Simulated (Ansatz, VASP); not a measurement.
**WC in VASP and in Ansatz**

INCAR

```
SYSTEM = WC
PREC = Accurate
ENCUT = 520
EDIFF = 1E-6
ISMEAR = 0
SIGMA = 0.15
LREAL = .False.
LASPH = .True.
NELM = 100
ALGO = Normal
ISIF = 2
LWAVE = .False.
LCHARG = .False.
GGA = PS
NBANDS = 16
```

KPOINTS

```
Automatic mesh
0
Gamma
  18 18 18
  0 0 0
```

File POSCAR:

```
WC
1.0
    0.0000000000      2.1926840000      2.1926840000
    2.1926840000      0.0000000000      2.1926840000
    2.1926840000      2.1926840000      0.0000000000
W C
1 1
Direct
    0.0644969162      0.0000000000      0.0000000000
    0.5000000000      0.5000000000      0.5000000000
```

Input for Ansatz:

```yaml
crystal:
  lattice:
    - [0.0, 2.192684, 2.192684]
    - [2.192684, 0.0, 2.192684]
    - [2.192684, 2.192684, 0.0]
  atoms:
    - { symbol: W, position: [0.0644969162, 0.0, 0.0] }
    - { symbol: C, position: [0.5, 0.5, 0.5] }
basis:
  ecutwfc: 420
kpoints:
  mp_grid: { grid: [18, 18, 18] }
hamiltonian:
  xc: pbesol
scf:
  occupations: { method: gaussian, width: 0.15 }
output:
  forces: true
  stress: true
  eigenvalues: true
```

Change from the starting cell: all W atoms moved -0.200 Å, as atom 1 towards its neighbour atom 1 (W) at 3.101 Å.

Alike in both runs: task single point; functional PBEsol; k mesh 18 × 18 × 18; occupations gaussian, width 0.15 eV; no spin polarisation.

|  | VASP | Ansatz |
| --- | --- | --- |
| version | VASP 6.6.1 | Ansatz 0.2.0 |
| potentials or method | VASP PAW PBE potentials, release 64 (W_sv, C), cutoff 520 eV | scalar-relativistic, plane waves, PAW |
| valence electrons in the cell | 18 | 18 |

VASP gave:

* gap on the k mesh at the Fermi level (eV): none
* pressure (GPa): -2.7
* traceless stress, the component that is largest in VASP (GPa): -6.81
* rms of the force components (eV/Å): 0.891

Q: Estimate Ansatz's values.

A: gap on the k mesh at the Fermi level (eV): none; pressure (GPa): -3.8; traceless stress, the component that is largest in VASP (GPa): -6.74; rms of the force components (eV/Å): 0.877.

VASP's potentials were made for PBE, not for PBEsol. Atom by atom the forces differ by 0.014 eV/Å (rms over components). A gap of «none» marks a metal or a gap that the smearing closes.

Neither program's run includes spin-orbit coupling.
